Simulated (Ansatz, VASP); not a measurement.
One calculation of Os, two programs

INCAR

```
  ALGO = Normal
  EDIFF = 1E-6
  ENCUT = 560
  GGA_COMPAT = F
  ISIF = 2
  ISMEAR = -1
  LASPH = T
  LCHARG = F
  LREAL = F
  LWAVE = F
  NBANDS = 31
  NELM = 120
  PREC = Accurate
  SIGMA = 0.1
```

KPOINTS

```
k-points
0
Gamma
  10 10 13
```

The input POSCAR:

```
Os
1.0
    4.2079292555      0.0000000000      0.0000000000
   -2.1039646277      3.6441736326      0.0000000000
    0.0000000000      0.0000000000      2.6431116442
Os
3
Direct
    1.0000000000      0.0000000000      1.0000000000
    0.3333333333      0.6666666667      0.5000000000
    0.6666666667      0.3333333333      0.5000000000
```

Input for Ansatz:

```yaml
crystal:
  lattice:
    - [4.2079292555, 0.0, 0.0]
    - [-2.1039646277, 3.6441736326, 0.0]
    - [0.0, 0.0, 2.6431116442]
  atoms:
    - { symbol: Os, position: [1.0, 0.0, 1.0] }
    - { symbol: Os, position: [0.3333333333, 0.6666666667, 0.5] }
    - { symbol: Os, position: [0.6666666667, 0.3333333333, 0.5] }
hamiltonian:
  xc: lda
  pseudopotentials:
    kind: paw
    azcp:
      Os: "pseudopotentials/Os.paw.azcp"
basis:
  ecutwfc: 420
  fft_grid_basis: typed
kpoints:
  mp_grid: { grid: [10, 10, 13], shift: [0, 0, 0] }
magnetization:
  spin_polarized: false
scf:
  occupations: { method: fermi_dirac, width: 0.1 }
  lower_state_search: "off"
output:
  stress: true
```

Alike in both runs: task single point; functional LDA; k mesh 10 × 10 × 13; occupations fermi-dirac, width 0.1 eV; no spin polarisation.

|  | VASP | Ansatz |
| --- | --- | --- |
| version | VASP 6.6.1 | Ansatz 0.2.0 |
| potentials or method | VASP PAW LDA potentials, release 64 (Os_sv_GW), cutoff 560 eV | plane waves (420 eV) with PAW, scalar-relativistic |
| valence electrons in the cell | 48 | 48 |

```csv
,VASP,Ansatz,Ansatz less VASP
pressure (GPa),19.6,18.8,-0.74
"traceless stress, the component that is largest in VASP (GPa)",-1.54,-1.08,+0.452
```

Ansatz warns that its potentials were made for another functional, while VASP's fit it. LDA's correlation is that of Perdew and Zunger in VASP and of Perdew and Wang (1992) in Ansatz.

Spin-orbit coupling is off throughout.
